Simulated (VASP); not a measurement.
# SO (rock salt type) (Fm-3m) in VASP: notebook

The runs below take SO (rock salt type) through single point, with r2SCAN, PBE.

Everything below comes from runs of VASP 6.6.1. Logs are shortened: lines on timing, memory, paths and dates and some standing lists are left out, and cuts for length are marked.

## 1. The cell of the first run

The structure is cubic, space group Fm-3m (No. 225). Conventional cell: a = 4.683 Å, b = 4.683 Å, c = 4.683 Å, α = 90.00°, β = 90.00°, γ = 90.00°. Within 3.1 Å of S (site symmetry m-3m) lie 6 O at 2.34 Å. Within 3.1 Å of O (site symmetry m-3m) lie 6 S at 2.34 Å.

## 2. Single point, r2SCAN

The input, POSCAR:

```
SO
1.0
    0.0000000000      2.3414114250      2.3414114250
    2.3414114250      0.0000000000      2.3414114250
    2.3414114250      2.3414114250      0.0000000000
S O
1 1
Direct
    0.0000000000      0.0000000000      0.0000000000
    0.5000000000      0.5000000000      0.5000000000
```

The input, INCAR.step1:

```
ALGO = Normal ; EDIFF = 1E-4
ENCUT = 520 ; GGA = PE
ISMEAR = -1 ; LASPH = T
LCHARG = F ; LREAL = F
LWAVE = T ; NBANDS = 13
NELM = 100 ; PREC = Accurate
SIGMA = 0.1
```

The input, INCAR.step2:

```
ALGO = Normal ; EDIFF = 1E-6
ENCUT = 520 ; ISIF = 2
ISMEAR = -1 ; ISTART = 1
LASPH = T ; LCHARG = T
LELF = T ; LMIXTAU = T
LREAL = F ; LVHAR = T
LWAVE = F ; METAGGA = R2SCAN
NBANDS = 13 ; NELM = 100
PREC = Accurate ; SIGMA = 0.1
```

The input, KPOINTS:

```
k-points
0
Gamma
  13 13 13
```

Potentials or basis: VASP PAW PBE potentials, release 64 (S, O).

On the command line:

```bash
$ cat potpaw_PBE.64/S/POTCAR potpaw_PBE.64/O/POTCAR > POTCAR
$ cp INCAR.step1 INCAR
$ mpirun -np 1 vasp_std > vasp.out
$ cp INCAR.step2 INCAR
$ mpirun -np 1 vasp_std > vasp.out
```

OUTCAR:

```text
EDIFF = 1E-6
   ENCUT = 520
   ISIF = 2
   ISMEAR = -1
   ISTART = 1
   LASPH = T
   LREAL = F
   METAGGA = R2SCAN
   NELM = 100
   PREC = Accurate

 ion  position               nearest neighbor table
   1  0.000  0.000  0.000-   2 2.34   2 2.34   2 2.34   2 2.34   2 2.34   2 2.34
   2  0.500  0.500  0.500-   1 2.34   1 2.34   1 2.34   1 2.34   1 2.34   1 2.34

  LATTYP: Found a face centered cubic cell.
 ALAT       =     4.6828228500

  Lattice vectors:

 A1 = (   0.0000000000,   2.3414114250,   2.3414114250)
 A2 = (   2.3414114250,   0.0000000000,   2.3414114250)
 A3 = (   2.3414114250,   2.3414114250,   0.0000000000)

Analysis of symmetry for initial positions (statically):
=====================================================================
 Subroutine PRICEL returns:
 Original cell was already a primitive cell.

 Routine SETGRP: Setting up the symmetry group for a
 face centered cubic supercell.

 Subroutine GETGRP returns: Found 48 space group operations
 (whereof 48 operations were pure point group operations)
 out of a pool of 48 trial point group operations.

The static configuration has the point symmetry O_h .

Analysis of symmetry for dynamics (positions and initial velocities):
=====================================================================
 Subroutine PRICEL returns:
 Original cell was already a primitive cell.

 Routine SETGRP: Setting up the symmetry group for a
 face centered cubic supercell.

 Subroutine GETGRP returns: Found 48 space group operations
 (whereof 48 operations were pure point group operations)
 out of a pool of 48 trial point group operations.

The dynamic configuration has the point symmetry O_h .

 Subroutine INISYM returns: Found 48 space group operations
 (whereof 48 operations are pure point group operations),
 and found     1 'primitive' translations

----------------------------------------------------------------------------------------

                                     Primitive cell

  volume of cell :      25.6722

  direct lattice vectors                    reciprocal lattice vectors
     0.000000000  2.341411425  2.341411425    -0.213546408  0.213546408  0.213546408
     2.341411425  0.000000000  2.341411425     0.213546408 -0.213546408  0.213546408
     2.341411425  2.341411425  0.000000000     0.213546408  0.213546408 -0.213546408

  length of vectors
     3.311255792  3.311255792  3.311255792     0.369873229  0.369873229  0.369873229

  position of ions in fractional coordinates (direct lattice)
     0.000000000  0.000000000  0.000000000
     0.500000000  0.500000000  0.500000000

  ion indices of the primitive-cell ions
   primitive index   ion index
                 1           1
                 2           2

----------------------------------------------------------------------------------------

 KPOINTS: k-points

Automatic generation of k-mesh.
 Grid dimensions read from file:
 generate k-points for:   13   13   13

 Generating k-lattice:

  Cartesian coordinates                     Fractional coordinates (reciprocal lattice)
    -0.016426647  0.016426647  0.016426647     0.076923077  0.000000000  0.000000000
     0.016426647 -0.016426647  0.016426647     0.000000000  0.076923077  0.000000000
     0.016426647  0.016426647 -0.016426647     0.000000000  0.000000000  0.076923077

  Length of vectors
     0.028451787  0.028451787  0.028451787

  Shift w.r.t. Gamma in fractional coordinates (k-lattice)
     0.000000000  0.000000000  0.000000000

 Subroutine IBZKPT returns following result:
 ===========================================

 Found     84 irreducible k-points:

 Following reciprocal coordinates:
            Coordinates               Weight
  0.000000  0.000000  0.000000      1.000000
  0.076923  0.000000  0.000000      8.000000
  0.153846  0.000000  0.000000      8.000000
  0.230769  0.000000  0.000000      8.000000
  0.307692  0.000000  0.000000      8.000000
  0.384615  0.000000  0.000000      8.000000
[... 16 lines left out ...]
  0.384615  0.153846  0.000000     24.000000
  0.461538  0.153846  0.000000     24.000000
 [... further k-points ...]
   k-points           NKPTS =     84   k-points in BZ     NKDIM =     84   number of bands    NBANDS=     13
   number of dos      NEDOS =    301   number of ions     NIONS =      2
   total plane-waves  NPLWV =  21952
   dimension x,y,z NGX =    28 NGY =   28 NGZ =   28
   dimension x,y,z NGXF=    56 NGYF=   56 NGZF=   56
   ions per type =               1   1
   NGX,Y,Z   is equivalent  to a cutoff of  14.06, 14.06, 14.06 a.u.
   NGXF,Y,Z  is equivalent  to a cutoff of  28.12, 28.12, 28.12 a.u.
 SYSTEM =  unknown system
   PREC   = accura    normal or accurate (medium, high low for compatibility)
   ISTART =      1    job   : 0-new  1-cont  2-samecut
   ICHARG =      0    charge: 1-file 2-atom 10-const
   ISPIN  =      1    spin polarized calculation?
   LNONCOLLINEAR =      F non collinear calculations
   LSORBIT =      F    spin-orbit coupling
   LASPH  =      T    aspherical Exc in radial PAW
   ENCUT  =  520.0 eV  38.22 Ry    6.18 a.u.   6.16  6.16  6.16*2*pi/ulx,y,z
   NELM   =    100;   NELMIN=  2; NELMDL=  0     # of ELM steps
   EDIFF  = 0.1E-05   stopping-criterion for ELM
   LREAL  =      F    real-space projection
   EDIFFG = 0.1E-04   stopping-criterion for IOM
   NSW    =      0    number of steps for IOM
   IBRION =     -1    ionic relax: 0-MD 1-quasi-New 2-CG
   NFREE  =      0    steps in history (QN), initial steepest desc. (CG)
   ISIF   =      2    stress and relaxation
   ISYM   =      2    0-nonsym 1-usesym 2-fastsym
   POTIM  = 0.5000    time-step for ionic-motion
   TEBEG  =    0.0;   TEEND  =   0.0 temperature during run
   PSTRESS=    0.0 pullay stress
   NELECT =      12.0000    total number of electrons
   NUPDOWN=      -1.0000    fix difference up-down
   EMIN   =  10.00;   EMAX   =-10.00  energy-range for DOS
   EFERMI =   0.00;   METHOD = LEGACY
   ISMEAR =    -1;   SIGMA  =   0.10  broadening in eV -4-tet -1-fermi 0-gaus
   EFERMI_NEDOS =   21; number of points for ismear=-14 and -15
   IALGO  =     38    algorithm
   IMIX   =      4    mixing-type and parameters
     AMIX     =   0.40;   BMIX     =  1.00
     AMIX_MAG =   1.60;   BMIX_MAG =  1.00
  volume/ion in A,a.u.               =      12.84        86.62
  Fermi-wavevector in a.u.,A,eV,Ry     =   1.270518  2.400931 21.962744  1.614216
  Thomas-Fermi vector in A             =   2.403501
   LORBIT       =      0    0 simple, 1 ext, 2 COOP (PROOUT), +10 PAW based schemes
   METAGGA = R2SCAN    functional components
   LHFCALC =     F    Hartree Fock is set to
   AEXX    =    0.0000 exact exchange contribution
   IVDW    =     0    specifies the selected vdW correction
   LEPSILON=     F    determine dielectric tensor
   LRPA    =     F    only Hartree local field effects (RPA)
 non-spin polarized calculation
  energy-cutoff  :      520.00
  volume of cell :       25.67
 maximum number of plane-waves:       702
 NGX is ok and might be reduce to    28
   NGX = 13   NGY = 13   NGZ = 13

 number of electron      11.9999999 magnetization

 Free energy of the ion-electron system (eV)
  ---------------------------------------------------
  ext. energy  EPLUGINS =         0.00000000
  ---------------------------------------------------
  free energy    TOTEN  =       -11.63012989 eV

  energy without entropy =      -11.58795313  energy(sigma->0) =      -11.60904151

 E-fermi :   5.2335     XC(G=0): -11.5438

 val. band max:        5.2241585484   @ k =   0.3846   0.2308   0.0000
 cond. band min:       5.2379419488   @ k =   0.2308   0.0000   0.0000
 fundamental gap:      0.0137834004
 Fermi energy:         5.2334610338

 k-point     1 :       0.0000    0.0000    0.0000
  band No.  band energies     occupation
      1     -15.8624      2.00000
      2      -6.5822      2.00000
      3       1.0865      2.00000
      4       1.0865      2.00000
      5       1.0865      2.00000
      6       6.8780      0.00000
      7       6.8780      0.00000
      8       6.8780      0.00000
      9      15.5419      0.00000
     10      15.5419      0.00000
     11      15.5419      0.00000
     12      18.4675      0.00000
     13      18.6755      0.00000

 k-point     2 :       0.0769    0.0000    0.0000
  band No.  band energies     occupation
      1     -15.8028      2.00000
      2      -6.6979      2.00000
      3       1.0996      2.00000
      4       1.0996      2.00000
      5       1.1375      2.00000
      6       6.6387      0.00000
      7       6.7174      0.00000
      8       6.7174      0.00000
      9      15.4038      0.00000
     10      15.7182      0.00000
     11      15.7182      0.00000
     12      18.7465      0.00000
     13      18.9150      0.00000

 k-point     3 :       0.1538    0.0000    0.0000
  band No.  band energies     occupation
      1     -15.6306      2.00000
      2      -7.0222      2.00000
      3       1.1409      2.00000
      4       1.1409      2.00000
      5       1.2783      2.00000
      6       6.0239      0.00074
      7       6.2923      0.00005
      8       6.2923      0.00005
      9      15.1426      0.00000
     10      16.2180      0.00000
     11      16.2180      0.00000
     12      19.5244      0.00000
     13      19.5821      0.00000
[... 305 lines left out ...]
 k-point    23 :       0.3846    0.1538    0.0000
  band No.  band energies     occupation
      1     -14.8315      2.00000
      2      -8.0584      2.00000
      3       0.3185      2.00000
      4       0.5371      2.00000
      5       1.4770      2.00000
      6       4.2733      1.99986
      7       5.9967      0.00097
      8       6.0066      0.00088
      9      14.2223      0.00000
     10      18.2355      0.00000
     11      19.3009      0.00000
     12      21.1280      0.00000
     13      22.1205      0.00000

 k-point    24 :       0.4615    0.1538    0.0000
  band No.  band energies     occupation
      1     -14.5959      2.00000
      2      -8.3877      2.00000
      3       0.0608      2.00000
      4       0.7003      2.00000
      5       1.3952      2.00000
      6       4.2942      1.99983
      7       5.5073      0.12146
      8       5.8058      0.00652
      9      14.8625      0.00000
     10      18.1883      0.00000
     11      19.7362      0.00000
     12      21.7581      0.00000
     13      23.4536      0.00000

 [... further k-points ...]

------------------------ aborting loop because EDIFF is reached ----------------------------------------

  FORCE on cell =-STRESS in cart. coord.  units (eV):
  Direction    XX          YY          ZZ          XY          YZ          ZX
  --------------------------------------------------------------------------------------
  -------------------------------------------------------------------------------------
  Total       -1.1142913     -1.1142913     -1.1142913     -0.0000000      0.0000000     -0.0000000
  in kB      -69.5418289    -69.5418289    -69.5418289     -0.0000000      0.0000000     -0.0000000
  external PRESSURE =     -69.5418289 kB  Pullay stress =       0.0000000 kB

 VOLUME and BASIS-vectors are now :
 -----------------------------------------------------------------------------
  energy-cutoff  :      520.00
  volume of cell :       25.67
      direct lattice vectors                 reciprocal lattice vectors
     0.000000000  2.341411425  2.341411425    -0.213546408  0.213546408  0.213546408
     2.341411425  0.000000000  2.341411425     0.213546408 -0.213546408  0.213546408
     2.341411425  2.341411425  0.000000000     0.213546408  0.213546408 -0.213546408

 POSITION                                       TOTAL-FORCE (eV/Angst)
 -----------------------------------------------------------------------------------
      0.00000      0.00000      0.00000        -0.000000      0.000000      0.000000
      2.34141      2.34141      2.34141         0.000000     -0.000000     -0.000000
 -----------------------------------------------------------------------------------
    total drift:                                0.000000      0.000000      0.000000

  FREE ENERGIE OF THE ION-ELECTRON SYSTEM (eV)
  ---------------------------------------------------
  free  energy   TOTEN  =       -11.6301298944 eV

  energy  without entropy=      -11.5879531332  energy(sigma->0) =      -11.60904151
```

It took 62 s on 1 thread of Intel Xeon 6975P-C (Granite Rapids), shared host; peak memory 0.17 GiB.

What came out:

| Item | Value |
| --- | --- |
| Free energy | -11.6301 eV |
| Pressure | -7.0 GPa |
| Band gap on the k mesh | zero (bands 6 and 7 overlap by 3.00 eV) |

Caveat: the cell stands under tension; the PAW data sets were made with another functional, which shifts forces and pressure a little.

## 3. Single point, PBE

This run uses another cell than the first one, of 11.60 Å³/atom.

The input, INCAR:

```
PREC = Accurate ; ENCUT = 520
EDIFF = 1E-7 ; ISMEAR = -1
SIGMA = 0.06122561905347299 ; LREAL = False
LASPH = True ; NELM = 100
ALGO = Normal ; ISIF = 2
LWAVE = False ; LCHARG = False
GGA = PE ; NBANDS = 13
```

The input, KPOINTS:

```
regular mesh
0
Gamma
  21 21 21
```

The input, POSCAR:

```
SO
1.0
    0.0000000000      2.2638235386      2.2638235386
    2.2638235386      0.0000000000      2.2638235386
    2.2638235386      2.2638235386      0.0000000000
S O
1 1
Direct
    0.0000000000      0.0000000000      0.0000000000
    0.5000000000      0.5000000000      0.5000000000
```

Potentials or basis: VASP PAW PBE potentials, release 64 (S, O).

On the command line:

```bash
$ cat potpaw_PBE.64/S/POTCAR potpaw_PBE.64/O/POTCAR > POTCAR
$ mpirun -np 1 vasp_std > vasp.out
```

Wall time 20 s (1 thread of Intel Xeon 6975P-C (Granite Rapids), shared host); peak memory 0.19 GiB.

Results (log left out):

```yaml
Free_energy: -7.0602 eV
Pressure: 8.8 GPa
Band_gap_on_the_k_mesh: zero (bands 6 and 7 overlap by 3.27 eV)
```

Levels at points of the mesh, in eV from the Fermi level:
```tsv
k point	band 4	band 5	band 6	band 7	band 8	band 9
(0.00, 0.00, 0.00)	-4.49	-4.49	1.80	1.80	1.80	9.38
```

Caveat: the cell stands under pressure.

## 4. Single point, PBE

This run uses another cell than the first one, of 11.85 Å³/atom.

The input, INCAR:

```
SYSTEM = SO
ALGO     = Normal         ! electronic algorithm
EDIFF    = 1E-6           ! SCF threshold, eV
ENCUT    = 520            ! plane-wave cutoff, eV
GGA      = PE             ! functional
ISIF     = 2              ! what is computed and relaxed
ISMEAR   = -1             ! smearing method
LASPH    = .TRUE.         ! aspherical terms in the spheres
LCHARG   = .FALSE.        ! write CHGCAR
LREAL    = .FALSE.        ! projectors in reciprocal space
LWAVE    = .FALSE.        ! write WAVECAR
NBANDS   = 13             ! bands
NELM     = 100            ! most SCF steps
PREC     = Accurate       ! precision mode
SIGMA    = 0.06122561905347299 ! smearing width, eV
```

The input, KPOINTS:

```
k-points
0
G
  21 21 21
  0 0 0
```

The input, POSCAR:

```
SO
1.0
    0.0000000000      2.2797664832      2.2797664832
    2.2797664832      0.0000000000      2.2797664832
    2.2797664832      2.2797664832      0.0000000000
S O
1 1
Direct
    0.0000000000      0.0000000000      0.0000000000
    0.5000000000      0.5000000000      0.5000000000
```

On the command line:

```bash
$ cat potpaw_PBE.64/S/POTCAR potpaw_PBE.64/O/POTCAR > POTCAR
$ mpirun -np 1 vasp_std > vasp.out
```

Wall time 18 s (1 thread of Intel Xeon 6975P-C (Granite Rapids), shared host); peak memory 0.19 GiB.

It converged, with:

```
Free energy            : -7.0826 eV
Pressure               : 5.4 GPa
Band gap on the k mesh : zero (bands 6 and 7 overlap by 3.18 eV)
```

Levels at points of the mesh, in eV from the Fermi level:
```csv
k point,band 4,band 5,band 6,band 7,band 8,band 9
"(0.00, 0.00, 0.00)",-4.36,-4.36,1.75,1.75,1.75,9.45
```

Caveat: the cell stands under pressure.

## 5. Summary

| level | cell | k mesh | smearing | gap on the mesh (eV) | pressure (GPa) |
| --- | --- | --- | --- | --- | --- |
| r2SCAN | a = 3.311 Å, angles 60.0°, 2 atoms | 13 × 13 × 13 | fermi-dirac 0.1 eV | none | -7.0 |
| PBE | a = 3.202 Å, angles 60.0°, 2 atoms | 21 × 21 × 21 | fermi-dirac 0.0612256 eV | none | 8.8 |
| PBE | a = 3.224 Å, angles 60.0°, 2 atoms | 21 × 21 × 21 | fermi-dirac 0.0612256 eV | none | 5.4 |

Alike in all rows: task single point; potentials or basis VASP PAW PBE potentials, release 64 (S, O); no spin polarisation; cutoff (eV) 520.

Caveats: the cell stands under pressure (at least some runs); the cell stands under tension (at least some runs); the PAW data sets were made with another functional, which shifts forces and pressure a little (at least some runs).

Absolute energies hang on the potentials; compare differences alone.
